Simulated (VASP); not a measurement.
# Ba4Y (Im-3m) in VASP: notebook, part 2 of 2

VASP 6.6.1. Earlier steps stand in the parts before.

### Step 3. Single point, PBE

The input, INCAR:

```
PREC     = Accurate       # precision mode
ENCUT    = 520            # plane-wave cutoff, eV
EDIFF    = 1E-6           # SCF threshold, eV
ISMEAR   = 0              # smearing method
SIGMA    = 0.1            # smearing width, eV
LREAL    = False          # projectors in reciprocal space
LASPH    = True           # aspherical terms in the spheres
NELM     = 100            # most SCF steps
ALGO     = Normal         # electronic algorithm
ISIF     = 2              # what is computed and relaxed
LWAVE    = False          # write WAVECAR
LCHARG   = False          # write CHGCAR
GGA      = PE             # functional
NBANDS   = 34             # bands
```

The input, KPOINTS:

```
Automatic mesh
0
Gamma
  4 4 4
```

The input, POSCAR:

```
Ba4Y
1.0
   -3.4544121400      3.4544121400      3.4544121400
    3.4544121400     -3.4544121400      3.4544121400
    3.4544121400      3.4544121400     -3.4544121400
Ba Y
4 1
Direct
    0.5000000000      0.5000000000      0.5000000000
    0.5000000000      0.0000000000      0.0000000000
    0.0000000000      0.0000000000      0.5000000000
    0.0000000000      0.5000000000      0.0000000000
    0.0000000000      0.0000000000      0.0000000000
```

Potentials or basis: VASP PAW PBE potentials, release 64 (Ba_sv, Y_sv).

The run is started by

```
$ cat potpaw_PBE.64/Ba_sv/POTCAR potpaw_PBE.64/Y_sv/POTCAR > POTCAR
$ mpirun -np 1 vasp_std > vasp.out
```

OUTCAR:

```text
PREC = Accurate
   ENCUT = 520
   EDIFF = 1E-6
   ISMEAR = 0
   LREAL = False
   LASPH = True
   NELM = 100
   ISIF = 2
   GGA = PE

 ion  position               nearest neighbor table
   1  0.500  0.500  0.500-   5 2.99   5 2.99   4 3.45   2 3.45   2 3.45   4 3.45   3 3.45   3 3.45

   2  0.500  0.000  0.000-   5 2.99   5 2.99   4 3.45   1 3.45   1 3.45   3 3.45   3 3.45   4 3.45

   3  0.000  0.000  0.500-   5 2.99   5 2.99   4 3.45   1 3.45   2 3.45   4 3.45   2 3.45   1 3.45

   4  0.000  0.500  0.000-   5 2.99   5 2.99   3 3.45   1 3.45   2 3.45   3 3.45   1 3.45   2 3.45

   5  0.000  0.000  0.000-   1 2.99   2 2.99   3 2.99   4 2.99   3 2.99   4 2.99   2 2.99   1 2.99

  LATTYP: Found a body centered cubic cell.
 ALAT       =     6.9088242800

  Lattice vectors:

 A1 = (  -3.4544121400,   3.4544121400,   3.4544121400)
 A2 = (   3.4544121400,  -3.4544121400,   3.4544121400)
 A3 = (   3.4544121400,   3.4544121400,  -3.4544121400)

Analysis of symmetry for initial positions (statically):
=====================================================================
 Subroutine PRICEL returns:
 Original cell was already a primitive cell.

 Routine SETGRP: Setting up the symmetry group for a
 body centered cubic supercell.

 Subroutine GETGRP returns: Found 48 space group operations
 (whereof 48 operations were pure point group operations)
 out of a pool of 48 trial point group operations.

The static configuration has the point symmetry O_h .

Analysis of symmetry for dynamics (positions and initial velocities):
=====================================================================
 Subroutine PRICEL returns:
 Original cell was already a primitive cell.

 Routine SETGRP: Setting up the symmetry group for a
 body centered cubic supercell.

 Subroutine GETGRP returns: Found 48 space group operations
 (whereof 48 operations were pure point group operations)
 out of a pool of 48 trial point group operations.

The dynamic configuration has the point symmetry O_h .

 Subroutine INISYM returns: Found 48 space group operations
 (whereof 48 operations are pure point group operations),
 and found     1 'primitive' translations

----------------------------------------------------------------------------------------

                                     Primitive cell

  volume of cell :     164.8855

  direct lattice vectors                    reciprocal lattice vectors
    -3.454412140  3.454412140  3.454412140     0.000000000  0.144742428  0.144742428
     3.454412140 -3.454412140  3.454412140     0.144742428  0.000000000  0.144742428
     3.454412140  3.454412140 -3.454412140     0.144742428  0.144742428  0.000000000

  length of vectors
     5.983217337  5.983217337  5.983217337     0.204696705  0.204696705  0.204696705

  position of ions in fractional coordinates (direct lattice)
     0.500000000  0.500000000  0.500000000
     0.500000000  0.000000000  0.000000000
     0.000000000  0.000000000  0.500000000
     0.000000000  0.500000000  0.000000000
     0.000000000  0.000000000  0.000000000

  ion indices of the primitive-cell ions
   primitive index   ion index
                 1           1
                 2           2
                 3           3
                 4           4
                 5           5

[... 26 lines left out ...]
 Following reciprocal coordinates:
            Coordinates               Weight
  0.000000  0.000000  0.000000      1.000000
  0.250000  0.000000  0.000000     12.000000
  0.500000  0.000000  0.000000      6.000000
  0.250000  0.250000  0.000000     24.000000
  0.250000  0.250000  0.250000      2.000000
 -0.250000  0.250000  0.250000      6.000000
  0.500000  0.500000  0.250000     12.000000
  0.500000  0.500000  0.500000      1.000000
   k-points           NKPTS =      8   k-points in BZ     NKDIM =      8   number of bands    NBANDS=     34
   number of dos      NEDOS =    301   number of ions     NIONS =      5
   total plane-waves  NPLWV = 110592
   dimension x,y,z NGX =    48 NGY =   48 NGZ =   48
   dimension x,y,z NGXF=    96 NGYF=   96 NGZF=   96
   ions per type =               4   1
   NGX,Y,Z   is equivalent  to a cutoff of  13.34, 13.34, 13.34 a.u.
   NGXF,Y,Z  is equivalent  to a cutoff of  26.67, 26.67, 26.67 a.u.
 SYSTEM =  unknown system
   PREC   = accura    normal or accurate (medium, high low for compatibility)
   ISTART =      0    job   : 0-new  1-cont  2-samecut
   ICHARG =      2    charge: 1-file 2-atom 10-const
   ISPIN  =      1    spin polarized calculation?
   LNONCOLLINEAR =      F non collinear calculations
   LSORBIT =      F    spin-orbit coupling
   LASPH  =      T    aspherical Exc in radial PAW
   ENCUT  =  520.0 eV  38.22 Ry    6.18 a.u.  11.12 11.12 11.12*2*pi/ulx,y,z
   NELM   =    100;   NELMIN=  2; NELMDL= -5     # of ELM steps
   EDIFF  = 0.1E-05   stopping-criterion for ELM
   LREAL  =      F    real-space projection
   EDIFFG = 0.1E-04   stopping-criterion for IOM
   NSW    =      0    number of steps for IOM
   IBRION =     -1    ionic relax: 0-MD 1-quasi-New 2-CG
   NFREE  =      0    steps in history (QN), initial steepest desc. (CG)
   ISIF   =      2    stress and relaxation
   ISYM   =      2    0-nonsym 1-usesym 2-fastsym
   POTIM  = 0.5000    time-step for ionic-motion
   TEBEG  =    0.0;   TEEND  =   0.0 temperature during run
   PSTRESS=    0.0 pullay stress
   NELECT =      51.0000    total number of electrons
   NUPDOWN=      -1.0000    fix difference up-down
   EMIN   =  10.00;   EMAX   =-10.00  energy-range for DOS
   EFERMI =   0.00;   METHOD = LEGACY
   ISMEAR =     0;   SIGMA  =   0.10  broadening in eV -4-tet -1-fermi 0-gaus
   EFERMI_NEDOS =   21; number of points for ismear=-14 and -15
   IALGO  =     38    algorithm
   IMIX   =      4    mixing-type and parameters
     AMIX     =   0.40;   BMIX     =  1.00
     AMIX_MAG =   1.60;   BMIX_MAG =  1.00
  volume/ion in A,a.u.               =      32.98       222.54
  Fermi-wavevector in a.u.,A,eV,Ry     =   1.107144  2.092199 16.677581  1.225768
  Thomas-Fermi vector in A             =   2.243654
   LORBIT       =      0    0 simple, 1 ext, 2 COOP (PROOUT), +10 PAW based schemes
   GGA     = PE    functional components
   LHFCALC =     F    Hartree Fock is set to
   AEXX    =    0.0000 exact exchange contribution
   IVDW    =     0    specifies the selected vdW correction
   LEPSILON=     F    determine dielectric tensor
   LRPA    =     F    only Hartree local field effects (RPA)
 non-spin polarized calculation
 Gauss-broadening in eV      SIGMA  =   0.10
  energy-cutoff  :      520.00
  volume of cell :      164.89
 maximum number of plane-waves:      4508
 NGX is ok and might be reduce to    48
   NGX = 23   NGY = 23   NGZ = 23

 number of electron      51.0000002 magnetization

 Free energy of the ion-electron system (eV)
  ---------------------------------------------------
  ext. energy  EPLUGINS =         0.00000000
  ---------------------------------------------------
  free energy    TOTEN  =        -6.78049346 eV

  energy without entropy =       -6.73722221  energy(sigma->0) =       -6.75885783

 E-fermi :   4.0418     XC(G=0):  -9.5922

 val. band max:        4.0384208829   @ k =  -0.2500   0.2500   0.2500
 cond. band min:       4.1208376842   @ k =   0.5000   0.5000   0.2500
 fundamental gap:      0.0824168013
 Fermi energy:         4.0417634161

 k-point     1 :       0.0000    0.0000    0.0000
  band No.  band energies     occupation
      1     -38.0145      2.00000
      2     -24.4713      2.00000
      3     -23.9781      2.00000
      4     -23.9781      2.00000
      5     -23.9781      2.00000
      6     -18.4684      2.00000
[... 285 lines left out ...]
     33       6.9149      0.00000
     34       6.9149      0.00000

------------------------ aborting loop because EDIFF is reached ----------------------------------------

  FORCE on cell =-STRESS in cart. coord.  units (eV):
  Direction    XX          YY          ZZ          XY          YZ          ZX
  --------------------------------------------------------------------------------------
  -------------------------------------------------------------------------------------
  Total       16.0999957     16.0999957     16.0999957      0.0000000      0.0000000     -0.0000000
  in kB      156.4421939    156.4421939    156.4421939      0.0000000      0.0000000     -0.0000000
  external PRESSURE =     156.4421939 kB  Pullay stress =       0.0000000 kB

 VOLUME and BASIS-vectors are now :
 -----------------------------------------------------------------------------
  energy-cutoff  :      520.00
  volume of cell :      164.89
      direct lattice vectors                 reciprocal lattice vectors
    -3.454412140  3.454412140  3.454412140     0.000000000  0.144742428  0.144742428
     3.454412140 -3.454412140  3.454412140     0.144742428  0.000000000  0.144742428
     3.454412140  3.454412140 -3.454412140     0.144742428  0.144742428  0.000000000

 POSITION                                       TOTAL-FORCE (eV/Angst)
 -----------------------------------------------------------------------------------
      1.72721      1.72721      1.72721         0.000000     -0.000000     -0.000000
     -1.72721      1.72721      1.72721        -0.000000     -0.000000     -0.000000
      1.72721      1.72721     -1.72721        -0.000000      0.000000     -0.000000
      1.72721     -1.72721      1.72721         0.000000      0.000000      0.000000
      0.00000      0.00000      0.00000        -0.000000      0.000000     -0.000000
 -----------------------------------------------------------------------------------
    total drift:                                0.000000      0.000000     -0.000000

  FREE ENERGIE OF THE ION-ELECTRON SYSTEM (eV)
  ---------------------------------------------------
  free  energy   TOTEN  =        -6.7804934560 eV

  energy  without entropy=       -6.7372222085  energy(sigma->0) =       -6.75885783
```

It took 76 s on 1 thread of Intel Xeon Platinum 8259CL at 2.50GHz (Skylake/Cascade Lake), shared host; peak memory 0.34 GiB.

Results:

```
Free energy            : -6.7805 eV
Pressure               : 15.6 GPa
Band gap on the k mesh : zero (an odd number of electrons rules out a gap without spin polarisation)
```

Caveat: the cell stands under pressure; spin-orbit coupling is left out, which moves the levels of the heavy elements.
